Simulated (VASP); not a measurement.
# C (C2/m) in VASP: a series of runs

The runs below take C through single point, with PBEsol+D3(BJ).

Program: VASP 6.6.1. These are calculated values, not measurements. Logs are shortened: lines on timing, memory, paths and dates and some standing lists are left out, and cuts for length are marked.

**1. The cell of the first run**

The structure is monoclinic, space group C2/m (No. 12). Conventional cell: a = 4.258 Å, b = 2.458 Å, c = 3.577 Å, α = 90.00°, β = 113.38°, γ = 90.00°. C (site symmetry m) has 3 C at 1.37 to 1.54 Å within 1.8 Å.

**2. Single point, PBEsol+D3(BJ) (mode 4 frozen in at +0.063 Å and mode 6 at +0.060 Å (largest displacements))**

INCAR

```
PREC = Accurate
ENCUT = 520
EDIFF = 1E-6
ISMEAR = 0
SIGMA = 0.05
LREAL = F
LASPH = T
NELM = 80
ALGO = Normal
ISIF = 2
LWAVE = F
LCHARG = F
GGA = PS
IVDW = 12
NBANDS = 11
```

KPOINTS

```
regular mesh
0
Gamma
  15 15 15
```

POSCAR

```
C
1.0
    1.2290461105      0.7095901028      3.2829684898
   -1.2290461105      0.7095901028      3.2829684898
    0.0000000000     -1.4191802055      3.2829684898
C
2
Direct
    0.1871033693      0.1871033693      0.1448254403
    0.8128966307      0.8128966307      0.8551745597
```

Potentials or basis: VASP PAW PBE potentials, release 64 (C).

Run with:

```
cat potpaw_PBE.64/C/POTCAR > POTCAR
mpirun -np 1 vasp_std > vasp.out
```

OUTCAR:

```text
PREC = Accurate
   ENCUT = 520
   EDIFF = 1E-6
   ISMEAR = 0
   LREAL = F
   LASPH = T
   NELM = 80
   ISIF = 2
   GGA = PS
   IVDW = 12
 IVDW          = 12

 ion  position               nearest neighbor table
   1  0.187  0.187  0.145-   2 1.37   2 1.37   2 1.54
   2  0.813  0.813  0.855-   1 1.37   1 1.37   1 1.54

  LATTYP: Found a trigonal (rhomboedric) cell.
 ALAT       =     3.5765842029
 COS(alpha) =     0.7638274378

  Lattice vectors:

 A1 = (   1.2290461105,   0.7095901028,   3.2829684898)
 A2 = (  -1.2290461105,   0.7095901028,   3.2829684898)
 A3 = (   0.0000000000,  -1.4191802055,   3.2829684898)

Analysis of symmetry for initial positions (statically):
=====================================================================
 Subroutine PRICEL returns:
 Original cell was already a primitive cell.

 Routine SETGRP: Setting up the symmetry group for a
 trigonal (rhombohedral) supercell.

 Subroutine GETGRP returns: Found  4 space group operations
 (whereof  4 operations were pure point group operations)
 out of a pool of 12 trial point group operations.

The static configuration has the point symmetry C_2h.

Analysis of symmetry for dynamics (positions and initial velocities):
=====================================================================
 Subroutine PRICEL returns:
 Original cell was already a primitive cell.

 Routine SETGRP: Setting up the symmetry group for a
 trigonal (rhombohedral) supercell.

 Subroutine GETGRP returns: Found  4 space group operations
 (whereof  4 operations were pure point group operations)
 out of a pool of 12 trial point group operations.

The dynamic configuration has the point symmetry C_2h.

 Subroutine INISYM returns: Found  4 space group operations
 (whereof  4 operations are pure point group operations),
 and found     1 'primitive' translations

----------------------------------------------------------------------------------------

                                     Primitive cell

  volume of cell :      17.1788

  direct lattice vectors                    reciprocal lattice vectors
     1.229046110  0.709590103  3.282968490     0.406819562  0.234877383  0.101534125
    -1.229046110  0.709590103  3.282968490    -0.406819562  0.234877383  0.101534125
     0.000000000 -1.419180206  3.282968490     0.000000000 -0.469754767  0.101534125

  length of vectors
     3.576584203  3.576584203  3.576584203     0.480602455  0.480602455  0.480602455

  position of ions in fractional coordinates (direct lattice)
     0.187103369  0.187103369  0.144825440
     0.812896631  0.812896631  0.855174560

  ion indices of the primitive-cell ions
   primitive index   ion index
                 1           1
                 2           2

----------------------------------------------------------------------------------------

 KPOINTS: regular mesh

Automatic generation of k-mesh.
 Grid dimensions read from file:
 generate k-points for:   15   15   15

 Generating k-lattice:

  Cartesian coordinates                     Fractional coordinates (reciprocal lattice)
     0.027121304  0.015658492  0.006768942     0.066666667  0.000000000  0.000000000
    -0.027121304  0.015658492  0.006768942     0.000000000  0.066666667  0.000000000
     0.000000000 -0.031316984  0.006768942     0.000000000  0.000000000  0.066666667

  Length of vectors
     0.032040164  0.032040164  0.032040164

  Shift w.r.t. Gamma in fractional coordinates (k-lattice)
     0.000000000  0.000000000  0.000000000

 Subroutine IBZKPT returns following result:
 ===========================================

 Found    904 irreducible k-points:

 Following reciprocal coordinates:
            Coordinates               Weight
  0.000000  0.000000  0.000000      1.000000
  0.066667  0.000000  0.000000      4.000000
  0.000000  0.000000  0.066667      2.000000
  0.133333 -0.000000  0.000000      4.000000
  0.000000  0.000000  0.133333      2.000000
  0.200000  0.000000 -0.000000      4.000000
[... 16 lines left out ...]
  0.066667 -0.000000  0.200000      4.000000
  0.266667  0.066667 -0.000000      4.000000
 [... further k-points ...]
   k-points           NKPTS =    904   k-points in BZ     NKDIM =    904   number of bands    NBANDS=     11
   number of dos      NEDOS =    301   number of ions     NIONS =      2
   total plane-waves  NPLWV =  21952
   dimension x,y,z NGX =    28 NGY =   28 NGZ =   28
   dimension x,y,z NGXF=    56 NGYF=   56 NGZF=   56
   ions per type =               2
   NGX,Y,Z   is equivalent  to a cutoff of  13.01, 13.01, 13.01 a.u.
   NGXF,Y,Z  is equivalent  to a cutoff of  26.03, 26.03, 26.03 a.u.
 SYSTEM =  unknown system
   PREC   = accura    normal or accurate (medium, high low for compatibility)
   ISTART =      0    job   : 0-new  1-cont  2-samecut
   ICHARG =      2    charge: 1-file 2-atom 10-const
   ISPIN  =      1    spin polarized calculation?
   LNONCOLLINEAR =      F non collinear calculations
   LSORBIT =      F    spin-orbit coupling
   LASPH  =      T    aspherical Exc in radial PAW
   ENCUT  =  520.0 eV  38.22 Ry    6.18 a.u.   6.65  6.65  6.65*2*pi/ulx,y,z
   NELM   =     80;   NELMIN=  2; NELMDL= -5     # of ELM steps
   EDIFF  = 0.1E-05   stopping-criterion for ELM
   LREAL  =      F    real-space projection
   EDIFFG = 0.1E-04   stopping-criterion for IOM
   NSW    =      0    number of steps for IOM
   IBRION =     -1    ionic relax: 0-MD 1-quasi-New 2-CG
   NFREE  =      0    steps in history (QN), initial steepest desc. (CG)
   ISIF   =      2    stress and relaxation
   ISYM   =      2    0-nonsym 1-usesym 2-fastsym
   POTIM  = 0.5000    time-step for ionic-motion
   TEBEG  =    0.0;   TEEND  =   0.0 temperature during run
   PSTRESS=    0.0 pullay stress
   NELECT =       8.0000    total number of electrons
   NUPDOWN=      -1.0000    fix difference up-down
   EMIN   =  10.00;   EMAX   =-10.00  energy-range for DOS
   EFERMI =   0.00;   METHOD = LEGACY
   ISMEAR =     0;   SIGMA  =   0.05  broadening in eV -4-tet -1-fermi 0-gaus
   EFERMI_NEDOS =   21; number of points for ismear=-14 and -15
   IALGO  =     38    algorithm
   IMIX   =      4    mixing-type and parameters
     AMIX     =   0.40;   BMIX     =  1.00
     AMIX_MAG =   1.60;   BMIX_MAG =  1.00
  volume/ion in A,a.u.               =       8.59        57.96
  Fermi-wavevector in a.u.,A,eV,Ry     =   1.268938  2.397944 21.908137  1.610203
  Thomas-Fermi vector in A             =   2.402006
   LORBIT       =      0    0 simple, 1 ext, 2 COOP (PROOUT), +10 PAW based schemes
   GGA     = PS    functional components
   LHFCALC =     F    Hartree Fock is set to
   AEXX    =    0.0000 exact exchange contribution
   IVDW    =    12    specifies the selected vdW correction
   LEPSILON=     F    determine dielectric tensor
   LRPA    =     F    only Hartree local field effects (RPA)
 non-spin polarized calculation
 Gauss-broadening in eV      SIGMA  =   0.05
  energy-cutoff  :      520.00
  volume of cell :       17.18
 maximum number of plane-waves:       476
   NGX = 13   NGY = 13   NGZ = 13

 number of electron       8.0000000 magnetization

 Free energy of the ion-electron system (eV)
  ---------------------------------------------------
  ext. energy  EPLUGINS =         0.00000000
  ---------------------------------------------------
  free energy    TOTEN  =       -18.80266101 eV

  energy without entropy =      -18.80266101  energy(sigma->0) =      -18.80266101

 E-fermi :   4.8069     XC(G=0): -10.7323

 val. band max:        4.5245162162   @ k =  -0.2000   0.4000   0.0667
 cond. band min:       5.0738593282   @ k =   0.4667   0.0667  -0.2667
 fundamental gap:      0.5493431120
 Fermi energy:         4.8069327010

 k-point     1 :       0.0000    0.0000    0.0000
  band No.  band energies     occupation
      1     -14.8543      2.00000
      2      -1.6354      2.00000
      3       0.2842      2.00000
      4       3.9207      2.00000
      5       8.6895      0.00000
      6      10.9397      0.00000
      7      15.6490      0.00000
      8      16.7056      0.00000
      9      17.8024      0.00000
     10      27.3218      0.00000
     11      30.4242      0.00000

 k-point     2 :       0.0667    0.0000    0.0000
  band No.  band energies     occupation
      1     -14.7472      2.00000
      2      -1.5303      2.00000
      3      -0.0130      2.00000
      4       3.5526      2.00000
      5       8.8232      0.00000
      6      11.2568      0.00000
      7      15.8137      0.00000
      8      16.3045      0.00000
      9      18.0180      0.00000
     10      27.6506      0.00000
     11      29.5584      0.00000

 k-point     3 :       0.0000    0.0000    0.0667
  band No.  band energies     occupation
      1     -14.7446      2.00000
      2      -1.5370      2.00000
      3       0.1378      2.00000
      4       3.2911      2.00000
      5       8.8166      0.00000
      6      11.2953      0.00000
      7      16.0202      0.00000
      8      16.3912      0.00000
      9      17.9168      0.00000
     10      27.6095      0.00000
     11      29.0747      0.00000

 k-point     4 :       0.1333   -0.0000    0.0000
  band No.  band energies     occupation
      1     -14.4265      2.00000
      2      -1.2463      2.00000
      3      -0.8056      2.00000
      4       2.6651      2.00000
      5       9.2189      0.00000
      6      11.9016      0.00000
      7      15.2179      0.00000
      8      16.3732      0.00000
      9      18.6791      0.00000
     10      27.3108      0.00000
     11      28.7962      0.00000
[... 239 lines left out ...]
 k-point    22 :      -0.2000   -0.0000   -0.0667
  band No.  band energies     occupation
      1     -14.0983      2.00000
      2      -1.7297      2.00000
      3      -0.9354      2.00000
      4       2.0996      2.00000
      5       9.8138      0.00000
      6      12.4972      0.00000
      7      14.2169      0.00000
      8      16.5106      0.00000
      9      19.4875      0.00000
     10      25.9504      0.00000
     11      28.5375      0.00000

 k-point    23 :       0.0667   -0.0000    0.2000
  band No.  band energies     occupation
      1     -14.0786      2.00000
      2      -1.0742      2.00000
      3      -0.7724      2.00000
      4       0.8149      2.00000
      5       9.8502      0.00000
      6      12.3805      0.00000
      7      14.6758      0.00000
      8      17.3559      0.00000
      9      19.2912      0.00000
     10      24.9603      0.00000
     11      28.1821      0.00000

 k-point    24 :       0.2667    0.0667   -0.0000
  band No.  band energies     occupation
      1     -13.4458      2.00000
      2      -2.7075      2.00000
      3      -0.4143      2.00000
      4       0.6050      2.00000
      5      10.3707      0.00000
      6      12.7393      0.00000
      7      13.2816      0.00000
      8      17.9202      0.00000
      9      20.7050      0.00000
     10      23.4051      0.00000
     11      27.8269      0.00000

 [... further k-points ...]

------------------------ aborting loop because EDIFF is reached ----------------------------------------

 Edisp (eV)   -0.22565

 E8    (eV) :    -0.1097

  FORCE on cell =-STRESS in cart. coord.  units (eV):
  Direction    XX          YY          ZZ          XY          YZ          ZX
  --------------------------------------------------------------------------------------
  -------------------------------------------------------------------------------------
  Total       2.29266    -0.32037    -0.23169     0.00000    -0.68847     0.00000
  in kB     213.82361   -29.87914   -21.60846     0.00000   -64.20943     0.00000
  external pressure =       54.11 kB  Pullay stress =        0.00 kB

 VOLUME and BASIS-vectors are now :
 -----------------------------------------------------------------------------
  energy-cutoff  :      520.00
  volume of cell :       17.18
      direct lattice vectors                 reciprocal lattice vectors
     1.229046110  0.709590103  3.282968490     0.406819562  0.234877383  0.101534125
    -1.229046110  0.709590103  3.282968490    -0.406819562  0.234877383  0.101534125
     0.000000000 -1.419180206  3.282968490     0.000000000 -0.469754767  0.101534125

 POSITION                                       TOTAL-FORCE (eV/Angst)
 -----------------------------------------------------------------------------------
      0.00000      0.06000      1.70397         0.000000     -5.442417     -1.914098
      0.00000     -0.06000      8.14494         0.000000      5.442417      1.914098
 -----------------------------------------------------------------------------------
    total drift:                               -0.000000      0.000000      0.000000

  FREE ENERGIE OF THE ION-ELECTRON SYSTEM (eV)
  ---------------------------------------------------
  free  energy   TOTEN  =       -19.0283063200 eV

  energy  without entropy=      -19.0283063200  energy(sigma->0) =      -19.02830632
```

It took 91 s on 1 thread of Intel Xeon 6975P-C (Granite Rapids), shared host; peak memory 0.27 GiB.

What came out:

| Property | Result |
| --- | --- |
| Free energy | -19.0283 eV |
| Pressure | 5.4 GPa |
| Largest force | 5.769 eV/Å |
| Band gap on the k mesh | 0.55 eV, indirect (least direct gap 0.68 eV) |
| Dispersion energy per atom | -0.113 eV |

Forces on the atoms (eV/Å):
```
C    0.000 -5.442 -1.914
C    0.000  5.442  1.914
```

Levels at points of the mesh, in eV from the valence-band top:
| k point | band 1 | band 2 | band 3 | band 4 | band 5 | band 6 | band 7 | band 8 |
| --- | --- | --- | --- | --- | --- | --- | --- | --- |
| (0.00, 0.00, 0.00) | -19.38 | -6.16 | -4.24 | -0.60 | 4.17 | 6.42 | 11.12 | 12.18 |

Caveat: the cell differs from its parent crystal (mode 4 frozen in at +0.063 Å and mode 6 at +0.060 Å (largest displacements)); the PAW data sets were made with another functional, which shifts forces and pressure a little. A k mesh can miss the band edges.

**3. Single point, PBEsol+D3(BJ) (mode 4 frozen in at +0.000 Å and mode 6 at -0.020 Å (largest displacements))**

INCAR

```
PREC     = Accurate       # precision mode
ENCUT    = 520            # plane-wave cutoff, eV
EDIFF    = 1E-6           # SCF threshold, eV
ISMEAR   = 0              # smearing method
SIGMA    = 0.05           # smearing width, eV
LREAL    = False          # projectors in reciprocal space
LASPH    = True           # aspherical terms in the spheres
NELM     = 60             # most SCF steps
ALGO     = Normal         # electronic algorithm
ISIF     = 2              # what is computed and relaxed
LWAVE    = False          # write WAVECAR
LCHARG   = False          # write CHGCAR
GGA      = PS             # functional
IVDW     = 12             # dispersion correction
NBANDS   = 11             # bands
```

KPOINTS is that of step 2.

POSCAR

```
C
1.0
    1.2290461105      0.7095901028      3.2829684898
   -1.2290461105      0.7095901028      3.2829684898
    0.0000000000     -1.4191802055      3.2829684898
C
2
Direct
    0.1618860685      0.1618860685      0.1759787115
    0.8381139315      0.8381139315      0.8240212885
```

Potentials or basis: VASP PAW PBE potentials, release 64 (C).

Run with:

```
cat potpaw_PBE.64/C/POTCAR > POTCAR
mpirun -np 1 vasp_std > vasp.out
```

Run time: 87 s. Hardware: 1 thread of Intel Xeon 6975P-C (Granite Rapids), shared host; peak memory 0.26 GiB.

It converged, with:

| Quantity | Value |
| --- | --- |
| Free energy | -19.4606 eV |
| Pressure | 1.6 GPa |
| Largest force | 2.330 eV/Å |
| Band gap on the k mesh | 0.18 eV, direct |
| Dispersion energy per atom | -0.113 eV |

Forces on the atoms (eV/Å):
```
C    0.000  2.330  0.002
C    0.000 -2.330 -0.002
```

Stress tensor (GPa, compression positive):
```
-2.78  0.00  0.00
 0.00  7.46 -0.02
 0.00 -0.02 -0.02
```

Levels at points of the mesh, in eV from the valence-band top:
| k point | band 1 | band 2 | band 3 | band 4 | band 5 | band 6 | band 7 | band 8 | band 9 |
| --- | --- | --- | --- | --- | --- | --- | --- | --- | --- |
| (0.00, 0.00, 0.00) | -19.60 | -6.38 | -3.43 | -2.22 | 4.32 | 7.75 | 9.30 | 11.60 | 13.11 |

Caveat: the cell differs from its parent crystal (mode 4 frozen in at +0.000 Å and mode 6 at -0.020 Å (largest displacements)); the PAW data sets were made with another functional, which shifts forces and pressure a little.

[end of part 1 of 2]
